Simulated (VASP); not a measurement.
# MgO (C2/c) in VASP: a series of runs

MgO is run at these levels: r2SCAN; tasks: single point.

All numbers are computed with VASP 6.6.1; they aren't measurements. Logs are shortened: lines on timing, memory, paths and dates and some standing lists are left out, and cuts for length are marked.

## 1. The cell of the first run

Symmetry: C2/c, No. 15, monoclinic system. The conventional cell has a = 3.485 Å, b = 6.035 Å, c = 4.187 Å, α = 90.00°, β = 92.29°, γ = 90.00°. Mg (site symmetry 2) has 5 O at 2.01 to 2.09 Å within 2.7 Å. Within 2.7 Å of O (site symmetry 2) lie 5 Mg at 2.01 to 2.09 Å.

## 2. Single point, r2SCAN (strain -0.0400 x Voigt [0, 0, 0, 0, 1, 0])

POSCAR reads:

```
MgO
1.0
    3.4841042127      0.0000000000     -0.0696820843
   -1.7420521064      3.0173227576      0.0348410421
   -0.0837137519      0.0000000000      4.1856875957
Mg O
2 2
Direct
    0.6666666667      0.3333333333      0.7500000000
    0.3333333333      0.6666666667      0.2500000000
    0.6666666667      0.3333333333      0.2500000000
    0.3333333333      0.6666666667      0.7500000000
```

INCAR.step1 reads:

```
SYSTEM = MgO
  ALGO = Normal
  EDIFF = 1E-4
  ENCUT = 520
  GGA = PE
  ISMEAR = 0
  LASPH = .TRUE.
  LCHARG = .FALSE.
  LREAL = .FALSE.
  LWAVE = .TRUE.
  NBANDS = 16
  NELM = 80
  PREC = Accurate
  SIGMA = 0.05
```

INCAR.step2 reads:

```
SYSTEM = MgO
  ALGO = Normal
  EDIFF = 1E-7
  ENCUT = 520
  ISIF = 2
  ISMEAR = 0
  ISTART = 1
  LASPH = .TRUE.
  LCHARG = .FALSE.
  LMIXTAU = .TRUE.
  LREAL = .FALSE.
  LWAVE = .FALSE.
  METAGGA = R2SCAN
  NBANDS = 16
  NELM = 80
  PREC = Accurate
  SIGMA = 0.05
```

KPOINTS reads:

```
k-points
0
G
  6 6 6
  0 0 0
```

Potentials or basis: VASP PAW PBE potentials, release 64 (Mg, O).

Launch:

```
$ cat potpaw_PBE.64/Mg/POTCAR potpaw_PBE.64/O/POTCAR > POTCAR
$ cp INCAR.step1 INCAR
$ mpirun -np 1 vasp_std > vasp.out
$ cp INCAR.step2 INCAR
$ mpirun -np 1 vasp_std > vasp.out
```

OUTCAR:

```text
SYSTEM = MgO
   EDIFF = 1E-7
   ENCUT = 520
   ISIF = 2
   ISMEAR = 0
   ISTART = 1
   LASPH = .TRUE.
   LREAL = .FALSE.
   METAGGA = R2SCAN
   NELM = 80
   PREC = Accurate

 ion  position               nearest neighbor table
   1  0.667  0.333  0.750-   4 2.01   4 2.01   4 2.01   3 2.09   3 2.09   2 2.85   2 2.85   2 2.90
                             2 2.90   2 2.95   2 2.95
   2  0.333  0.667  0.250-   3 2.01   3 2.01   3 2.01   4 2.09   4 2.09   1 2.85   1 2.85   1 2.90
                             1 2.90   1 2.95   1 2.95
   3  0.667  0.333  0.250-   2 2.01   2 2.01   2 2.01   1 2.09   1 2.09
   4  0.333  0.667  0.750-   1 2.01   1 2.01   1 2.01   2 2.09   2 2.09

  LATTYP: Found a base centered monoclinic cell.
 ALAT       =     3.4848009639
 B/A-ratio  =     1.7317045013
 C/A-ratio  =     1.2013669340
 COS(beta)  =    -0.0399840064

  Lattice vectors:

 A1 = (   1.7420521064,  -3.0173227576,  -0.0348410421)
 A2 = (   1.7420521063,   3.0173227576,  -0.0348410422)
 A3 = (  -0.0837137519,   0.0000000000,   4.1856875957)

Analysis of symmetry for initial positions (statically):
=====================================================================
 Subroutine PRICEL returns:
 Original cell was already a primitive cell.

 Routine SETGRP: Setting up the symmetry group for a
 base centered monoclinic supercell.

 Subroutine GETGRP returns: Found  4 space group operations
 (whereof  2 operations were pure point group operations)
 out of a pool of  4 trial point group operations.

The static configuration has the point symmetry S_2 .
 The point group associated with its full space group is C_2h.

Analysis of symmetry for dynamics (positions and initial velocities):
=====================================================================
 Subroutine PRICEL returns:
 Original cell was already a primitive cell.

 Routine SETGRP: Setting up the symmetry group for a
 base centered monoclinic supercell.

 Subroutine GETGRP returns: Found  4 space group operations
 (whereof  2 operations were pure point group operations)
 out of a pool of  4 trial point group operations.

The dynamic configuration has the point symmetry S_2 .
 The point group associated with its full space group is C_2h.

 Subroutine INISYM returns: Found  4 space group operations
 (whereof  2 operations are pure point group operations),
 and found     1 'primitive' translations

----------------------------------------------------------------------------------------

                                     Primitive cell

  volume of cell :      43.9851

  direct lattice vectors                    reciprocal lattice vectors
     3.484104213  0.000000000 -0.069682084     0.287132674  0.165709816  0.005742653
    -1.742052106  3.017322758  0.034841042     0.000000000  0.331419633  0.000000000
    -0.083713752  0.000000000  4.185687596     0.004780100  0.000000000  0.239004975

  length of vectors
     3.484800964  3.484278414  4.186524650     0.331568837  0.331419633  0.239052771

  position of ions in fractional coordinates (direct lattice)
     0.666666667  0.333333333  0.750000000
     0.333333333  0.666666667  0.250000000
     0.666666667  0.333333333  0.250000000
     0.333333333  0.666666667  0.750000000

  ion indices of the primitive-cell ions
   primitive index   ion index
                 1           1
                 2           2
                 3           3
                 4           4

----------------------------------------------------------------------------------------

 KPOINTS: k-points

Automatic generation of k-mesh.
 Grid dimensions read from file:
 generate k-points for:    6    6    6

 Generating k-lattice:

  Cartesian coordinates                     Fractional coordinates (reciprocal lattice)
     0.047855446  0.027618303  0.000957109     0.166666667  0.000000000  0.000000000
     0.000000000  0.055236605  0.000000000     0.000000000  0.166666667  0.000000000
     0.000796683  0.000000000  0.039834163     0.000000000 -0.000000000  0.166666667

  Length of vectors
     0.055261473  0.055236605  0.039842129

  Shift w.r.t. Gamma in fractional coordinates (k-lattice)
     0.000000000  0.000000000  0.000000000

 Subroutine IBZKPT returns following result:
 ===========================================

 Found     68 irreducible k-points:

 Following reciprocal coordinates:
            Coordinates               Weight
  0.000000  0.000000  0.000000      1.000000
  0.166667  0.000000  0.000000      4.000000
  0.333333 -0.000000  0.000000      4.000000
  0.500000 -0.000000  0.000000      2.000000
  0.000000  0.166667  0.000000      2.000000
  0.166667  0.166667  0.000000      4.000000
[... 16 lines left out ...]
  0.500000  0.166667  0.166667      4.000000
 -0.333333  0.166667  0.166667      2.000000
 [... further k-points ...]
   k-points           NKPTS =     68   k-points in BZ     NKDIM =     68   number of bands    NBANDS=     16
   number of dos      NEDOS =    301   number of ions     NIONS =      4
   total plane-waves  NPLWV =  25088
   dimension x,y,z NGX =    28 NGY =   28 NGZ =   32
   dimension x,y,z NGXF=    56 NGYF=   56 NGZF=   64
   ions per type =               2   2
   NGX,Y,Z   is equivalent  to a cutoff of  13.36, 13.36, 12.71 a.u.
   NGXF,Y,Z  is equivalent  to a cutoff of  26.72, 26.72, 25.41 a.u.
 SYSTEM =  MgO
   PREC   = accura    normal or accurate (medium, high low for compatibility)
   ISTART =      1    job   : 0-new  1-cont  2-samecut
   ICHARG =      0    charge: 1-file 2-atom 10-const
   ISPIN  =      1    spin polarized calculation?
   LNONCOLLINEAR =      F non collinear calculations
   LSORBIT =      F    spin-orbit coupling
   LASPH  =      T    aspherical Exc in radial PAW
   ENCUT  =  520.0 eV  38.22 Ry    6.18 a.u.   6.48  6.48  7.78*2*pi/ulx,y,z
   NELM   =     80;   NELMIN=  2; NELMDL=  0     # of ELM steps
   EDIFF  = 0.1E-06   stopping-criterion for ELM
   LREAL  =      F    real-space projection
   EDIFFG = 0.1E-05   stopping-criterion for IOM
   NSW    =      0    number of steps for IOM
   IBRION =     -1    ionic relax: 0-MD 1-quasi-New 2-CG
   NFREE  =      0    steps in history (QN), initial steepest desc. (CG)
   ISIF   =      2    stress and relaxation
   ISYM   =      2    0-nonsym 1-usesym 2-fastsym
   POTIM  = 0.5000    time-step for ionic-motion
   TEBEG  =    0.0;   TEEND  =   0.0 temperature during run
   PSTRESS=    0.0 pullay stress
   NELECT =      16.0000    total number of electrons
   NUPDOWN=      -1.0000    fix difference up-down
   EMIN   =  10.00;   EMAX   =-10.00  energy-range for DOS
   EFERMI =   0.00;   METHOD = LEGACY
   ISMEAR =     0;   SIGMA  =   0.05  broadening in eV -4-tet -1-fermi 0-gaus
   EFERMI_NEDOS =   21; number of points for ismear=-14 and -15
   IALGO  =     38    algorithm
   IMIX   =      4    mixing-type and parameters
     AMIX     =   0.40;   BMIX     =  1.00
     AMIX_MAG =   1.60;   BMIX_MAG =  1.00
  volume/ion in A,a.u.               =      11.00        74.21
  Fermi-wavevector in a.u.,A,eV,Ry     =   1.168637  2.208403 18.581635  1.365712
  Thomas-Fermi vector in A             =   2.305121
   LORBIT       =      0    0 simple, 1 ext, 2 COOP (PROOUT), +10 PAW based schemes
   METAGGA = R2SCAN    functional components
   LHFCALC =     F    Hartree Fock is set to
   AEXX    =    0.0000 exact exchange contribution
   IVDW    =     0    specifies the selected vdW correction
   LEPSILON=     F    determine dielectric tensor
   LRPA    =     F    only Hartree local field effects (RPA)
 non-spin polarized calculation
 Gauss-broadening in eV      SIGMA  =   0.05
  energy-cutoff  :      520.00
  volume of cell :       43.99
 maximum number of plane-waves:      1202
 NGX is ok and might be reduce to    28
   NGX = 13   NGY = 13   NGZ = 15

 number of electron      16.0000000 magnetization

 Free energy of the ion-electron system (eV)
  ---------------------------------------------------
  ext. energy  EPLUGINS =         0.00000000
  ---------------------------------------------------
  free energy    TOTEN  =       -32.04295604 eV

  energy without entropy =      -32.04295604  energy(sigma->0) =      -32.04295604

 E-fermi :   1.8415     XC(G=0): -10.5632

 val. band max:        1.6260363890   @ k =   0.0000   0.0000   0.0000
 cond. band min:       5.6700511944   @ k =   0.0000   0.0000   0.0000
 fundamental gap:      4.0440148054
 Fermi energy:         1.8415152673

 k-point     1 :       0.0000    0.0000    0.0000
  band No.  band energies     occupation
      1     -16.2923      2.00000
      2     -14.9236      2.00000
      3      -2.0789      2.00000
      4      -0.1641      2.00000
      5      -0.1638      2.00000
      6       0.7441      2.00000
[... 8 lines left out ...]
     15      18.0085      0.00000
     16      18.6771      0.00000

 k-point     2 :       0.1667    0.0000    0.0000
  band No.  band energies     occupation
      1     -16.1619      2.00000
      2     -14.9491      2.00000
      3      -1.8628      2.00000
      4      -0.6005      2.00000
      5      -0.3587      2.00000
      6       0.2517      2.00000
[... 8 lines left out ...]
     15      17.2909      0.00000
     16      17.7085      0.00000

 k-point     3 :       0.3333   -0.0000    0.0000
  band No.  band energies     occupation
      1     -15.8452      2.00000
      2     -15.0522      2.00000
      3      -1.5451      2.00000
      4      -1.2940      2.00000
      5      -0.6542      2.00000
      6      -0.2086      2.00000
[... 8 lines left out ...]
     15      16.7142      0.00000
     16      17.4631      0.00000

 k-point     4 :       0.5000   -0.0000    0.0000
  band No.  band energies     occupation
      1     -15.6113      2.00000
      2     -15.1772      2.00000
      3      -1.9722      2.00000
      4      -0.8349      2.00000
      5      -0.7752      2.00000
      6      -0.3253      2.00000
[... 8 lines left out ...]
     15      17.2746      0.00000
     16      17.6922      0.00000
[... 324 lines left out ...]
 k-point    22 :       0.3333    0.1667    0.1667
  band No.  band energies     occupation
      1     -15.5666      2.00000
      2     -15.1938      2.00000
      3      -1.9642      2.00000
      4      -1.3605      2.00000
      5      -0.7230      2.00000
      6      -0.0855      2.00000
[... 8 lines left out ...]
     15      17.0146      0.00000
     16      18.1781      0.00000

 k-point    23 :       0.5000    0.1667    0.1667
  band No.  band energies     occupation
      1     -15.5968      2.00000
      2     -15.1608      2.00000
      3      -1.9522      2.00000
      4      -1.2772      2.00000
      5      -0.8366      2.00000
      6      -0.1903      2.00000
[... 8 lines left out ...]
     15      16.6736      0.00000
     16      18.3014      0.00000

 k-point    24 :      -0.3333    0.1667    0.1667
  band No.  band energies     occupation
      1     -15.8862      2.00000
      2     -15.0434      2.00000
      3      -1.7014      2.00000
      4      -1.2219      2.00000
      5      -0.4025      2.00000
      6      -0.2975      2.00000
[... 8 lines left out ...]
     15      16.9894      0.00000
     16      18.1961      0.00000

 [... further k-points ...]
[... 5 lines left out ...]
  --------------------------------------------------------------------------------------
  -------------------------------------------------------------------------------------
  Total       -0.1955496     -0.1750622     -0.2352359      0.0000000      0.0000000      1.3464983
  in kB       -7.1229755     -6.3767149     -8.5685683      0.0000000      0.0000000     49.0467718
  external PRESSURE =      -7.3560862 kB  Pullay stress =       0.0000000 kB

 VOLUME and BASIS-vectors are now :
 -----------------------------------------------------------------------------
  energy-cutoff  :      520.00
  volume of cell :       43.99
      direct lattice vectors                 reciprocal lattice vectors
     3.484104213  0.000000000 -0.069682084     0.287132674  0.165709816  0.005742653
    -1.742052106  3.017322758  0.034841042     0.000000000  0.331419633  0.000000000
    -0.083713752  0.000000000  4.185687596     0.004780100  0.000000000  0.239004975

 POSITION                                       TOTAL-FORCE (eV/Angst)
 -----------------------------------------------------------------------------------
      1.67927      1.00577      3.10442         0.000000     -0.014061      0.000000
     -0.02093      2.01155      1.04642        -0.000000      0.014061     -0.000000
      1.72112      1.00577      1.01158         0.000000     -0.012716      0.000000
     -0.06279      2.01155      3.13927        -0.000000      0.012716     -0.000000
 -----------------------------------------------------------------------------------
    total drift:                               -0.000000      0.000000     -0.000000

  FREE ENERGIE OF THE ION-ELECTRON SYSTEM (eV)
  ---------------------------------------------------
  free  energy   TOTEN  =       -32.0429560442 eV

  energy  without entropy=      -32.0429560442  energy(sigma->0) =      -32.04295604
```

Run time: 6 min. Hardware: 1 thread of AMD EPYC 7R13, shared host; peak memory 0.17 GiB.

What came out:

```yaml
Free_energy: -32.0430 eV
Pressure: -0.7 GPa
Largest_force: 0.014 eV/Å
Band_gap_on_the_k_mesh: 4.04 eV
```

Forces on the atoms (eV/Å):
```
Mg   0.000 -0.014  0.000
Mg   0.000  0.014  0.000
O    0.000 -0.013  0.000
O    0.000  0.013  0.000
```

Caveat: the cell differs from its parent crystal (strain -0.0400 x Voigt [0, 0, 0, 0, 1, 0]); the PAW data sets were made with another functional, which shifts forces and pressure a little.

## 3. Single point, r2SCAN (strain +0.0300 x Voigt [0, 0, 0, 0, 1, 0])

POSCAR reads:

```
MgO
1.0
    3.4841042127      0.0000000000      0.0522615632
   -1.7420521064      3.0173227576     -0.0261307816
    0.0627853139      0.0000000000      4.1856875957
Mg O
2 2
Direct
    0.6666666667      0.3333333333      0.7500000000
    0.3333333333      0.6666666667      0.2500000000
    0.6666666667      0.3333333333      0.2500000000
    0.3333333333      0.6666666667      0.7500000000
```

INCAR.step1 reads:

```
SYSTEM = MgO
ALGO = Normal
EDIFF = 1E-4
ENCUT = 520
GGA = PE
ISMEAR = 0
LASPH = .True.
LCHARG = .False.
LREAL = .False.
LWAVE = .True.
NBANDS = 16
NELM = 80
PREC = Accurate
SIGMA = 0.05
```

INCAR.step2 reads:

```
SYSTEM = MgO
ALGO = Normal
EDIFF = 1E-6
ENCUT = 520
ISIF = 2
ISMEAR = 0
ISTART = 1
LASPH = .True.
LCHARG = .False.
LMIXTAU = .True.
LREAL = .False.
LWAVE = .False.
METAGGA = R2SCAN
NBANDS = 16
NELM = 80
PREC = Accurate
SIGMA = 0.05
```

KPOINTS reads:

```
k-points
0
Gamma
  6 6 6
  0 0 0
```

Potentials or basis: VASP PAW PBE potentials, release 64 (Mg, O).

Launch:

```
$ cat potpaw_PBE.64/Mg/POTCAR potpaw_PBE.64/O/POTCAR > POTCAR
$ cp INCAR.step1 INCAR
$ mpirun -np 1 vasp_std > vasp.out
$ cp INCAR.step2 INCAR
$ mpirun -np 1 vasp_std > vasp.out
```

It took 4.5 min on 1 thread of AMD EPYC 7R13, shared host; peak memory 0.17 GiB.

The run converged. Its results:

```
Free energy            : -32.0547 eV
Pressure               : -0.8 GPa
Largest force          : 0.008 eV/Å
Band gap on the k mesh : 4.06 eV
```

Forces on the atoms (eV/Å):
```
Mg   0.000 -0.008  0.000
Mg   0.000  0.008  0.000
O    0.000 -0.007  0.000
O    0.000  0.007  0.000
```

Stress tensor (GPa, compression positive):
```
-0.69  0.00 -3.68
 0.00 -0.65  0.00
-3.68  0.00 -0.91
```

Levels at points of the mesh, in eV from the valence-band top:
```tsv
k point	band 6	band 7	band 8	band 9	band 10	band 11
(0.00, 0.00, 0.00)	-0.86	-0.85	0.00	4.06	10.36	13.13
(0.50, 0.00, 0.00)	-1.96	-1.32	-0.55	7.65	9.98	10.59
(0.00, 0.50, 0.00)	-1.98	-1.34	-0.54	7.65	9.95	10.61
(0.00, 0.00, 0.50)	-1.38	-1.28	-1.28	7.12	7.12	13.66
(0.50, 0.00, 0.50)	-1.57	-0.93	-0.76	7.97	8.05	12.80
(0.00, 0.50, 0.50)	-1.58	-0.84	-0.84	8.01	8.01	12.97
```

Caveat: the cell differs from its parent crystal (strain +0.0300 x Voigt [0, 0, 0, 0, 1, 0]); the PAW data sets were made with another functional, which shifts forces and pressure a little.

## 4. Single point, r2SCAN (strain -0.0200 x Voigt [0, 0, 0, 0, 1, 0])

POSCAR reads:

```
MgO
1.0
    3.4841042127      0.0000000000     -0.0348410421
   -1.7420521064      3.0173227576      0.0174205211
   -0.0418568760      0.0000000000      4.1856875957
Mg O
2 2
Direct
    0.6666666667      0.3333333333      0.7500000000
    0.3333333333      0.6666666667      0.2500000000
    0.6666666667      0.3333333333      0.2500000000
    0.3333333333      0.6666666667      0.7500000000
```

INCAR.step1 reads:

```
SYSTEM = MgO
PREC     = Accurate       ! precision mode
ENCUT    = 520            ! plane-wave cutoff, eV
ISMEAR   = 0              ! smearing method
SIGMA    = 0.05           ! smearing width, eV
LREAL    = .FALSE.        ! projectors in reciprocal space
LASPH    = .TRUE.         ! aspherical terms in the spheres
NELM     = 100            ! most SCF steps
NBANDS   = 16             ! bands
GGA      = PE             ! functional
ALGO     = Normal         ! electronic algorithm
EDIFF    = 1E-4           ! SCF threshold, eV
LWAVE    = .TRUE.         ! write WAVECAR
LCHARG   = .FALSE.        ! write CHGCAR
```

INCAR.step2 reads:

```
SYSTEM = MgO
PREC     = Accurate       ! precision mode
ENCUT    = 520            ! plane-wave cutoff, eV
EDIFF    = 1E-6           ! SCF threshold, eV
ISMEAR   = 0              ! smearing method
SIGMA    = 0.05           ! smearing width, eV
LREAL    = .FALSE.        ! projectors in reciprocal space
LASPH    = .TRUE.         ! aspherical terms in the spheres
NELM     = 100            ! most SCF steps
ALGO     = Normal         ! electronic algorithm
ISIF     = 2              ! what is computed and relaxed
LWAVE    = .FALSE.        ! write WAVECAR
LCHARG   = .FALSE.        ! write CHGCAR
METAGGA  = R2SCAN         ! meta-GGA
LMIXTAU  = .TRUE.       
NBANDS   = 16             ! bands
ISTART   = 1
```

KPOINTS reads:

```
Automatic mesh
0
G
  6 6 6
  0 0 0
```

Launch:

```
$ cat potpaw_PBE.64/Mg/POTCAR potpaw_PBE.64/O/POTCAR > POTCAR
$ cp INCAR.step1 INCAR
$ mpirun -np 1 vasp_std > vasp.out
$ cp INCAR.step2 INCAR
$ mpirun -np 1 vasp_std > vasp.out
```

Wall time 5 min (1 thread of AMD EPYC 7R13, shared host); peak memory 0.17 GiB.

It converged, with:

* Free energy: -32.0631 eV
* Pressure: -0.8 GPa
* Largest force: 0.004 eV/Å
* Band gap on the k mesh: 4.07 eV

Forces in eV/Å, atoms in the order of the input:
```
Mg   0.000 -0.004  0.000
Mg   0.000  0.004  0.000
O    0.000 -0.003  0.000
O    0.000  0.003  0.000
```

Stress tensor (GPa, compression positive):
```
-0.68  0.00  2.45
 0.00 -0.67  0.00
 2.45  0.00 -0.96
```

Levels at points of the mesh, in eV from the valence-band top:
```csv
k point,band 6,band 7,band 8,band 9,band 10,band 11
"(0.00, 0.00, 0.00)",-0.85,-0.84,0.00,4.07,10.37,13.15
"(0.50, 0.00, 0.00)",-1.96,-1.31,-0.55,7.65,9.99,10.61
"(0.00, 0.50, 0.00)",-1.97,-1.32,-0.54,7.65,9.98,10.61
"(0.00, 0.00, 0.50)",-1.36,-1.29,-1.29,7.13,7.13,13.72
"(0.50, 0.00, 0.50)",-1.56,-0.90,-0.78,7.99,8.04,12.88
"(0.00, 0.50, 0.50)",-1.57,-0.83,-0.83,8.02,8.02,12.99
```

Caveat: the cell differs from its parent crystal (strain -0.0200 x Voigt [0, 0, 0, 0, 1, 0]); the PAW data sets were made with another functional, which shifts forces and pressure a little.

## 5. Summary

```csv
cell,gap on the mesh (eV),pressure (GPa),largest force (eV/Å)
"a = 3.485, b = 3.484, c = 4.187 Å, angles 88.9, 92.3, 120.0°, 4 atoms",4.04,-0.7,0.01
"a = 3.484, b = 3.484, c = 4.186 Å, angles 90.9, 88.3, 120.0°, 4 atoms",4.06,-0.8,0.01
"a = 3.484, b = 3.484, c = 4.186 Å, angles 89.4, 91.1, 120.0°, 4 atoms",4.07,-0.8,-
```

Alike in all rows: task single point; level r2SCAN; potentials or basis VASP PAW PBE potentials, release 64 (Mg, O); no spin polarisation; k mesh 6 × 6 × 6; cutoff (eV) 520; smearing gaussian 0.05 eV.

Caveats: the PAW data sets were made with another functional, which shifts forces and pressure a little.

Absolute energies hang on the potentials; compare differences alone.
